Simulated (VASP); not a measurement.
A run of VASP 6.6.1:

Contents of INCAR:

```
  ALGO = Normal
  EDIFF = 1E-6
  ENCUT = 520
  GGA = RP
  ISIF = 2
  ISMEAR = -1
  LASPH = T
  LCHARG = F
  LREAL = F
  LWAVE = F
  NBANDS = 10
  NELM = 60
  PREC = Accurate
  SIGMA = 0.1
```

KPOINTS

```
k-points
0
Gamma
  15 15 15
```

Contents of POSCAR:

```
B
1.0
    0.0000000000      2.0654242091      2.0654242091
    2.0654242091      0.0000000000      2.0654242091
    2.0654242091      2.0654242091      0.0000000000
B
2
Direct
    0.1250000000      0.1250000000      0.1250000000
    0.8750000000      0.8750000000      0.8750000000
```

Potentials or basis: VASP PAW PBE potentials, release 64 (B).

The run is started by

```bash
$ cat potpaw_PBE.64/B/POTCAR > POTCAR
$ mpirun -np 1 vasp_std > vasp.out
```

Hardware: 1 thread of AMD EPYC 7R13 Processor (Zen 3) (shared host).

Question: How long does it take, and how much memory?

Answer: Wall time 13 s on 1 thread of AMD EPYC 7R13 Processor (Zen 3), on a shared host, peak memory 0.11 GiB. Counts: scf iterations 11, k points 120.
